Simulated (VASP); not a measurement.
# KVF3 (Pm-3m) in VASP: a series of runs, part 2 of 2

VASP 6.6.1. Earlier steps stand in the parts before.

**4. Single point, LDA+U, collinear spin, ferromagnetic start**

File INCAR:

```
SYSTEM = KVF3
PREC = Accurate
ENCUT = 520
EDIFF = 1E-7
ISMEAR = 0
SIGMA = 0.05
LREAL = .False.
LASPH = .True.
NELM = 150
ALGO = Normal
ISIF = 2
LWAVE = .False.
LCHARG = .True.
ISPIN = 2
MAGMOM = 0.01 2.49 0.08 0.08 0.08
LORBIT = 11
NUPDOWN = 3.3
LMAXMIX = 4
LDAU = .True.
LDAUTYPE = 2
LDAUL = -1 2 -1
LDAUU = 0 3 0
LDAUJ = 0 0 0
LDAUPRINT = 1
LELF = .True.
LVHAR = .True.
NBANDS = 34
```

File KPOINTS:

```
regular mesh
0
Gamma
  5 5 5
  0 0 0
```

File POSCAR:

```
KVF3
1.0
    4.1310003900      0.0000000000      0.0000000000
    0.0000000000      4.1310003900      0.0000000000
    0.0000000000      0.0000000000      4.1310003900
K V F
1 1 3
Direct
    0.0000000000      0.0000000000      0.0000000000
    0.5000000000      0.5000000000      0.5000000000
    0.5000000000      0.5000000000      0.0000000000
    0.0000000000      0.5000000000      0.5000000000
    0.5000000000      0.0000000000      0.5000000000
```

Potentials or basis: VASP PAW LDA potentials, release 64 (K_sv, V_sv, F).

Started as:

```
> cat potpaw_LDA.64/K_sv/POTCAR potpaw_LDA.64/V_sv/POTCAR potpaw_LDA.64/F/POTCAR > POTCAR
> mpirun -np 1 vasp_std > vasp.out
```

OUTCAR:

```text
SYSTEM = KVF3
   PREC = Accurate
   ENCUT = 520
   EDIFF = 1E-7
   ISMEAR = 0
   LREAL = .False.
   LASPH = .True.
   NELM = 150
   ISIF = 2
   ISPIN = 2
   LORBIT = 11
   NUPDOWN = 3.3

 ion  position               nearest neighbor table
   1  0.000  0.000  0.000-
   2  0.500  0.500  0.500-   3 2.07   4 2.07   5 2.07   3 2.07   5 2.07   4 2.07
   3  0.500  0.500  0.000-   2 2.07   2 2.07
   4  0.000  0.500  0.500-   2 2.07   2 2.07
   5  0.500  0.000  0.500-   2 2.07   2 2.07

  LATTYP: Found a simple cubic cell.
 ALAT       =     4.1310003900

  Lattice vectors:

 A1 = (   4.1310003900,   0.0000000000,   0.0000000000)
 A2 = (   0.0000000000,   4.1310003900,   0.0000000000)
 A3 = (   0.0000000000,   0.0000000000,   4.1310003900)

Analysis of symmetry for initial positions (statically):
=====================================================================
 Subroutine PRICEL returns:
 Original cell was already a primitive cell.

 Routine SETGRP: Setting up the symmetry group for a
 simple cubic supercell.

[... 947 lines left out ...]
  -------------------------------------------------------------------------------------
  Total       -0.5117225     -0.5117225     -0.5117225     -0.0000000     -0.0000000      0.0000000
  in kB      -11.6299920    -11.6299920    -11.6299920     -0.0000000     -0.0000000      0.0000000
  external PRESSURE =     -11.6299920 kB  Pullay stress =       0.0000000 kB

 VOLUME and BASIS-vectors are now :
 -----------------------------------------------------------------------------
  energy-cutoff  :      520.00
  volume of cell :       70.50
      direct lattice vectors                 reciprocal lattice vectors
     4.131000390  0.000000000  0.000000000     0.242072115  0.000000000  0.000000000
     0.000000000  4.131000390  0.000000000     0.000000000  0.242072115  0.000000000
     0.000000000  0.000000000  4.131000390     0.000000000  0.000000000  0.242072115

 POSITION                                       TOTAL-FORCE (eV/Angst)
 -----------------------------------------------------------------------------------
      0.00000      0.00000      0.00000         0.000000      0.000000      0.000000
      2.06550      2.06550      2.06550         0.000000      0.000000      0.000000
      2.06550      2.06550      0.00000         0.000000      0.000000      0.000000
      0.00000      2.06550      2.06550         0.000000      0.000000      0.000000
      2.06550      0.00000      2.06550         0.000000      0.000000      0.000000
 -----------------------------------------------------------------------------------
    total drift:                                0.000000     -0.000000     -0.000000

  FREE ENERGIE OF THE ION-ELECTRON SYSTEM (eV)
  ---------------------------------------------------
  free  energy   TOTEN  =       -28.7256066265 eV

  energy  without entropy=      -28.7191126209  energy(sigma->0) =      -28.72235962

 total charge

# of ion       s       p       d       tot
------------------------------------------
    1        1.958   5.557   0.022   7.537
    2        2.150   6.123   3.149  11.423
    3        1.726   4.341   0.000   6.067
    4        1.726   4.341   0.000   6.067
    5        1.726   4.341   0.000   6.067
--------------------------------------------------
tot          9.286  24.703   3.171  37.161

 magnetization (x)

# of ion       s       p       d       tot
------------------------------------------
    1        0.008   0.001   0.002   0.011
    2        0.020   0.009   2.706   2.735
    3        0.003   0.064   0.000   0.067
    4        0.003   0.064   0.000   0.067
    5        0.003   0.064   0.000   0.067
--------------------------------------------------
tot          0.037   0.202   2.708   2.947
```

OSZICAR:

```text
N       E                     dE             d eps       ncg     rms          rms(c)
DAV:   1     0.481243738223E+03    0.48124E+03   -0.23915E+04  1360   0.130E+03
DAV:   2    -0.156367831812E+01   -0.48281E+03   -0.46024E+03  1508   0.412E+02
DAV:   3    -0.284154306527E+02   -0.26852E+02   -0.26493E+02  1632   0.103E+02
DAV:   4    -0.290717303662E+02   -0.65630E+00   -0.65439E+00  2106   0.139E+01
DAV:   5    -0.290772857495E+02   -0.55554E-02   -0.55516E-02  1614   0.113E+00    0.159E+01
DAV:   6    -0.283184604035E+02    0.75883E+00   -0.10104E+01  1554   0.225E+01    0.824E+00
DAV:   7    -0.286391259349E+02   -0.32067E+00   -0.96037E-01  1532   0.809E+00    0.618E+00
DAV:   8    -0.286995974121E+02   -0.60471E-01   -0.16650E-01  1718   0.269E+00    0.296E+00
DAV:   9    -0.286994640390E+02    0.13337E-03   -0.67337E-02  1676   0.202E+00    0.712E-01
DAV:  10    -0.287217925759E+02   -0.22329E-01   -0.15566E-02  1668   0.622E-01    0.334E-01
DAV:  11    -0.287255204994E+02   -0.37279E-02   -0.23045E-03  1646   0.329E-01    0.104E-01
DAV:  12    -0.287255689041E+02   -0.48405E-04   -0.14503E-04  1800   0.768E-02    0.555E-02
DAV:  13    -0.287256016238E+02   -0.32720E-04   -0.26933E-05  1836   0.328E-02    0.223E-02
DAV:  14    -0.287256060283E+02   -0.44045E-05   -0.28012E-06  1686   0.986E-03    0.777E-03
DAV:  15    -0.287256065368E+02   -0.50849E-06   -0.41301E-07  1502   0.400E-03    0.231E-03
DAV:  16    -0.287256066265E+02   -0.89732E-07   -0.28036E-08  1016   0.117E-03
   1 F= -.28725607E+02 E0= -.28722360E+02  d E =-.649401E-02  mag=     3.3000
```

It took 21 s on 1 thread of Intel Xeon Platinum 8488C (Sapphire Rapids), shared host; peak memory 0.18 GiB.

Results:

```
Free energy                                           : -28.7256 eV
Pressure                                              : -1.2 GPa
Net moment                                            : 3.30 μB per cell
Site moments                                          : K +0.01; V +2.73; F +0.07 μB
Valence electrons inside the program's atomic spheres : K 7.54; V 11.42; F 6.07
```

Eigenvalues of the final occupation matrices:
| site | spin | trace | eigenvalues |
| --- | --- | --- | --- |
| site 2 d | 1 | 2.95 | 0.12 0.12 0.90 0.90 0.90 |
| site 2 d | 2 | 0.23 | 0.02 0.02 0.02 0.08 0.08 |

Caveat: the total moment is fixed, so each spin has its own Fermi level. The state reached can hang on the start; a lower one may exist.

**5. Single point, LDA+U, collinear spin, zero start**

File INCAR:

```
SYSTEM = KVF3
ALGO = Normal
EDIFF = 1E-7
ENCUT = 520
ISIF = 2
ISMEAR = 0
ISPIN = 2
LASPH = .True.
LCHARG = .True.
LDAU = .True.
LDAUJ = 0 0 0
LDAUL = -1 2 -1
LDAUPRINT = 1
LDAUTYPE = 2
LDAUU = 0 3 0
LELF = .True.
LMAXMIX = 4
LORBIT = 11
LREAL = .False.
LVHAR = .True.
LWAVE = .False.
MAGMOM = 0 0 0 0 0
NBANDS = 34
NELM = 150
NUPDOWN = 0.0
PREC = Accurate
SIGMA = 0.05
```

File KPOINTS:

```
k-points
0
Gamma
  5 5 5
  0 0 0
```

POSCAR is that of step 4.

Potentials or basis: VASP PAW LDA potentials, release 64 (K_sv, V_sv, F).

Started as:

```
> cat potpaw_LDA.64/K_sv/POTCAR potpaw_LDA.64/V_sv/POTCAR potpaw_LDA.64/F/POTCAR > POTCAR
> mpirun -np 1 vasp_std > vasp.out
```

OUTCAR:

```text
SYSTEM = KVF3
   EDIFF = 1E-7
   ENCUT = 520
   ISIF = 2
   ISMEAR = 0
   ISPIN = 2
   LASPH = .True.
   LORBIT = 11
   LREAL = .False.
   NELM = 150
   NUPDOWN = 0.0
   PREC = Accurate

 ion  position               nearest neighbor table
   1  0.000  0.000  0.000-
   2  0.500  0.500  0.500-   3 2.07   4 2.07   5 2.07   3 2.07   5 2.07   4 2.07
   3  0.500  0.500  0.000-   2 2.07   2 2.07
   4  0.000  0.500  0.500-   2 2.07   2 2.07
   5  0.500  0.000  0.500-   2 2.07   2 2.07

  LATTYP: Found a simple cubic cell.
 ALAT       =     4.1310003900

  Lattice vectors:

 A1 = (   4.1310003900,   0.0000000000,   0.0000000000)
 A2 = (   0.0000000000,   4.1310003900,   0.0000000000)
 A3 = (   0.0000000000,   0.0000000000,   4.1310003900)

Analysis of symmetry for initial positions (statically):
=====================================================================
 Subroutine PRICEL returns:
[... 953 lines left out ...]
  --------------------------------------------------------------------------------------
  -------------------------------------------------------------------------------------
  Total       -3.4903001     -3.4903001     -3.4903001     -0.0000000     -0.0000000      0.0000000
  in kB      -79.3245539    -79.3245539    -79.3245539     -0.0000000     -0.0000000      0.0000000
  external PRESSURE =     -79.3245539 kB  Pullay stress =       0.0000000 kB

 VOLUME and BASIS-vectors are now :
 -----------------------------------------------------------------------------
  energy-cutoff  :      520.00
  volume of cell :       70.50
      direct lattice vectors                 reciprocal lattice vectors
     4.131000390  0.000000000  0.000000000     0.242072115  0.000000000  0.000000000
     0.000000000  4.131000390  0.000000000     0.000000000  0.242072115  0.000000000
     0.000000000  0.000000000  4.131000390     0.000000000  0.000000000  0.242072115

 POSITION                                       TOTAL-FORCE (eV/Angst)
 -----------------------------------------------------------------------------------
      0.00000      0.00000      0.00000         0.000000      0.000000      0.000000
      2.06550      2.06550      2.06550         0.000000      0.000000      0.000000
      2.06550      2.06550      0.00000         0.000000      0.000000      0.000000
      0.00000      2.06550      2.06550         0.000000      0.000000      0.000000
      2.06550      0.00000      2.06550         0.000000      0.000000      0.000000
 -----------------------------------------------------------------------------------
    total drift:                                0.000000     -0.000000     -0.000000

  FREE ENERGIE OF THE ION-ELECTRON SYSTEM (eV)
  ---------------------------------------------------
  free  energy   TOTEN  =       -27.1357116604 eV

  energy  without entropy=      -27.1285777534  energy(sigma->0) =      -27.13214471

 total charge

# of ion       s       p       d       tot
------------------------------------------
    1        1.950   5.558   0.027   7.535
    2        2.142   6.124   3.092  11.357
    3        1.721   4.343   0.000   6.064
    4        1.721   4.343   0.000   6.064
    5        1.721   4.343   0.000   6.064
--------------------------------------------------
tot          9.254  24.712   3.119  37.085

 magnetization (x)

# of ion       s       p       d       tot
------------------------------------------
    1        0.000   0.000  -0.000   0.000
    2        0.000   0.000  -0.000   0.000
    3        0.000  -0.000   0.000   0.000
    4        0.000  -0.000   0.000   0.000
    5        0.000  -0.000   0.000   0.000
--------------------------------------------------
tot          0.000   0.000  -0.000   0.000
```

OSZICAR:

```text
N       E                     dE             d eps       ncg     rms          rms(c)
DAV:   1     0.479446684301E+03    0.47945E+03   -0.23887E+04  1360   0.130E+03
DAV:   2    -0.219183634087E+01   -0.48164E+03   -0.46127E+03  1494   0.411E+02
DAV:   3    -0.291718877336E+02   -0.26980E+02   -0.26552E+02  1624   0.103E+02
DAV:   4    -0.298703613909E+02   -0.69847E+00   -0.69446E+00  2074   0.140E+01
DAV:   5    -0.298780606941E+02   -0.76993E-02   -0.76948E-02  1606   0.128E+00    0.169E+01
DAV:   6    -0.274305245368E+02    0.24475E+01   -0.14426E+01  1572   0.284E+01    0.738E+00
DAV:   7    -0.271097794150E+02    0.32075E+00   -0.18430E+00  1556   0.114E+01    0.592E+00
DAV:   8    -0.271569415402E+02   -0.47162E-01   -0.35035E-01  1632   0.474E+00    0.124E+00
DAV:   9    -0.271355522781E+02    0.21389E-01   -0.10083E-01  1546   0.267E+00    0.329E-01
DAV:  10    -0.271357153186E+02   -0.16304E-03   -0.24353E-03  1642   0.336E-01    0.113E-01
DAV:  11    -0.271357148984E+02    0.42026E-06   -0.19511E-04  1842   0.984E-02    0.448E-02
DAV:  12    -0.271357113078E+02    0.35906E-05   -0.34677E-05  1638   0.436E-02    0.209E-02
DAV:  13    -0.271357119234E+02   -0.61556E-06   -0.46032E-06  1754   0.145E-02    0.526E-03
DAV:  14    -0.271357116531E+02    0.27031E-06   -0.16742E-06  1712   0.980E-03    0.341E-03
DAV:  15    -0.271357116604E+02   -0.73860E-08   -0.78482E-08  1160   0.210E-03
   1 F= -.27135712E+02 E0= -.27132145E+02  d E =-.713391E-02  mag=    -0.0000
```

stdout:

```text
POSCAR found type information on POSCAR K V F
 POSCAR found :  3 types and       5 ions
 scaLAPACK will be used
 LDA part: xc-table for (Slater(with rela. corr.)+CA(PZ))
 , standard interpolation
 POSCAR, INCAR and KPOINTS ok, starting setup
 FFT: planning ... GRIDC
 FFT: planning ... GRID_SOFT
 FFT: planning ... GRID
 WAVECAR not read
 entering main loop
```

It took 20 s on 1 thread of Intel Xeon Platinum 8488C (Sapphire Rapids), shared host; peak memory 0.18 GiB.

Results:

```
Free energy                                           : -27.1357 eV
Pressure                                              : -7.9 GPa
Net moment                                            : 0.00 μB per cell
Valence electrons inside the program's atomic spheres : K 7.54; V 11.36; F 6.06
```

Eigenvalues of the final occupation matrices:
```tsv
site	spin	trace	eigenvalues
site 2 d	1	1.56	0.10 0.10 0.46 0.46 0.46
site 2 d	2	1.56	0.10 0.10 0.46 0.46 0.46
```

Caveat: the total moment is fixed, so each spin has its own Fermi level.

**6. Single point, LDA+U, collinear spin, ferromagnetic start**

File INCAR:

```
SYSTEM = KVF3
ALGO = Normal
EDIFF = 1E-7
ENCUT = 520
GGA = CA
ISIF = 2
ISMEAR = 0
ISPIN = 2
LASPH = .True.
LCHARG = .False.
LDAU = .True.
LDAUJ = 0 0 0
LDAUL = -1 2 -1
LDAUPRINT = 1
LDAUTYPE = 2
LDAUU = 0 3 0
LMAXMIX = 4
LORBIT = 11
LREAL = .False.
LWAVE = .False.
MAGMOM = 0 2.22 0.03 0.03 0.03
NBANDS = 34
NELM = 150
PREC = Accurate
SIGMA = 0.05
```

KPOINTS is that of step 5.

POSCAR is that of step 5.

Potentials or basis: VASP PAW LDA potentials, release 64 (K_sv, V_sv, F).

Started as:

```
> cat potpaw_LDA.64/K_sv/POTCAR potpaw_LDA.64/V_sv/POTCAR potpaw_LDA.64/F/POTCAR > POTCAR
> mpirun -np 1 vasp_std > vasp.out
```

Wall time 20 s (1 thread of Intel Xeon Platinum 8488C (Sapphire Rapids), shared host); peak memory 0.18 GiB.

Results (log left out):

| Property | Result |
| --- | --- |
| Free energy | -29.8460 eV |
| Pressure | -3.5 GPa |
| Band gap on the k mesh | 1.48 eV, indirect (least direct gap 2.62 eV) |
| Net moment | 3.00 μB per cell |
| Site moments | K +0.00; V +2.70; F +0.02 μB |
| Valence electrons inside the program's atomic spheres | K 7.53; V 11.40; F 6.08 |

Levels at points of the mesh, in eV from the valence-band top:
Spin up:
```tsv
k point	band 20	band 21	band 22	band 23	band 24	band 25	band 26	band 27
(0.00, 0.00, 0.00)	-5.53	-1.14	-1.14	-1.14	1.48	2.50	2.50	4.69
```
Spin down:
```
           k point  band 16  band 17  band 18  band 19  band 20  band 21  band 22  band 23  band 24  band 25
(0.00, 0.00, 0.00)    -5.66    -5.66    -5.47    -5.47    -5.47     1.73     3.28     3.28     3.28     3.95
```

Eigenvalues of the final occupation matrices:
| site | spin | trace | eigenvalues |
| --- | --- | --- | --- |
| site 2 d | 1 | 2.92 | 0.10 0.10 0.91 0.91 0.91 |
| site 2 d | 2 | 0.23 | 0.02 0.02 0.02 0.09 0.09 |

A k mesh can miss the band edges. The state reached can hang on the start; a lower one may exist.

**7. Summary**

| spin | fixed moment (μB) | pressure (GPa) | moment (μB) |
| --- | --- | --- | --- |
| collinear, ferromagnetic start | 0.75 | -7.6 | 0.75 |
| collinear, ferrimagnetic start | 2.7 | -3.5 | 2.70 |
| collinear, ferromagnetic start | 3.3 | -1.2 | 3.30 |
| collinear, zero start | 0.0 | -7.9 | 0.00 |
| collinear, ferromagnetic start | - | -3.5 | 3.00 |

Alike in all rows: task single point; level LDA+U; potentials or basis VASP PAW LDA potentials, release 64 (K_sv, V_sv, F); V d U = 3.0 eV; cell as given; k mesh 5 × 5 × 5; cutoff (eV) 520; smearing gaussian 0.05 eV.

Caveats: the total moment is fixed, so each spin has its own Fermi level (some runs).

Total energies depend on the potentials used, so only differences within one code and one set of settings carry meaning.
